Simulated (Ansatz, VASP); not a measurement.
# Zr2B3 in VASP and in Ansatz

```
CELL_PARAMETERS angstrom
3.90307 0.00000 0.00000
-1.95153 3.38015 0.00000
0.00000 0.00000 4.97938
ATOMIC_POSITIONS crystal
Zr 0.66667 0.33333 0.50000
Zr 0.33333 0.66667 0.00000
B 0.00000 0.00000 0.67431
B 0.00000 0.00000 0.32569
B 0.66667 0.33333 0.00000
```

Change from the starting cell: species swapped into the Fe3Ge2 type (P-6m2, No. 187).

Alike in both runs: task single point; functional PBE; k mesh 6 × 6 × 4; occupations gaussian, width 0.1 eV; collinear spin.

```csv
,VASP,Ansatz
version,VASP 6.6.1,Ansatz 0.2.0
potentials or method,"VASP PAW PBE potentials, release 64 (Zr_sv, B), cutoff 520 eV","scalar-relativistic, plane waves, PAW"
valence electrons in the cell,33,33
```

```csv
,VASP,Ansatz,Ansatz less VASP
gap on the k mesh at the Fermi level (eV),none,none,-
pressure (GPa),0.1,0.0,-0.12
rms of the force components (eV/Å),0.004,0.000,-0.0034
net moment per atom (μB),0.00,0.00,0.000
```

Atom by atom the forces differ by 0.004 eV/Å (rms over components). A gap of «none» marks a metal or a gap that the smearing closes. With one functional, cell and mesh, what is left measures potentials, basis and numerics. Ansatz's warnings: seeded moment not kept.
